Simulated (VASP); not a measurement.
The system is LiSm.

```
Li Sm
1.0
     3.73315   -0.00524    0.00706
    -0.01049    7.43435    0.11951
     0.01524    0.12906    7.92560
Li Sm
4 4
Direct
  0.03112 0.27671 0.57453
  0.99998 0.73787 0.60521
  0.53287 0.50125 0.40532
  0.43456 0.03178 0.40610
  0.97699 0.23871 0.13991
  0.02794 0.68878 0.14958
  0.50453 0.02574 0.87743
  0.49202 0.49915 0.84192
```

* Program: VASP 6.6.1
* Task: relaxation of cell and atoms
* Functional: PBE
* Potentials or basis: VASP PAW PBE potentials, release 64 (Li_sv, Sm_3), 4f in core
* Cutoff: 750 eV
* k mesh: 6 × 4 × 4
* Occupations: gaussian, width 0.2 eV
* Spin: no spin polarisation

At the start: pressure 0.3 GPa; volume 27.49 Å³/atom.

Task: Where does the relaxation end?

Result: Over 14 steps the energy falls by 88.7 meV/atom and the volume is 26.93 Å³/atom (-2.0 %); space group P1 (No. 1, to 0.1 Å) before, P4/nmm (No. 129, to 0.1 Å).

The path:
```
step  energy change (eV)  largest force (eV/Å)  pressure (GPa)  volume (Å³)
   1              0.0000                1.3510            0.27       219.90
   2             -0.2088                1.0966           -0.10       221.37
   3             -0.4729                0.3802           -0.90       225.43
   4             -0.5828                0.3024           -0.15       218.17
   5             -0.6189                0.2819            0.66       211.46
   6             -0.6614                0.2245            0.19       214.65
   7             -0.6750                0.1751           -0.21       217.65
   8             -0.6970                0.1035           -0.13       216.75
   9             -0.7037                0.1037           -0.04       215.93
  10             -0.7073                0.0514            0.04       215.21
  11             -0.7081                0.0503            0.10       214.66
  12             -0.7092                0.0330           -0.05       215.86
  13             -0.7092                0.0333           -0.06       215.90
  14             -0.7098                0.0162            0.00       215.47
```

Final structure:
```
Li Sm
1.0
     3.63742   -0.00016    0.00047
     0.00017    7.42130    0.00932
     0.00019    0.00288    7.98203
Li Sm
4 4
Direct
  0.00049 0.25080 0.58405
  0.99959 0.74917 0.58281
  0.49949 0.50043 0.41567
  0.49972 0.00087 0.41731
  0.99997 0.24901 0.14879
  0.00053 0.75015 0.14893
  0.50065 0.99933 0.85039
  0.49956 0.50024 0.85205
```
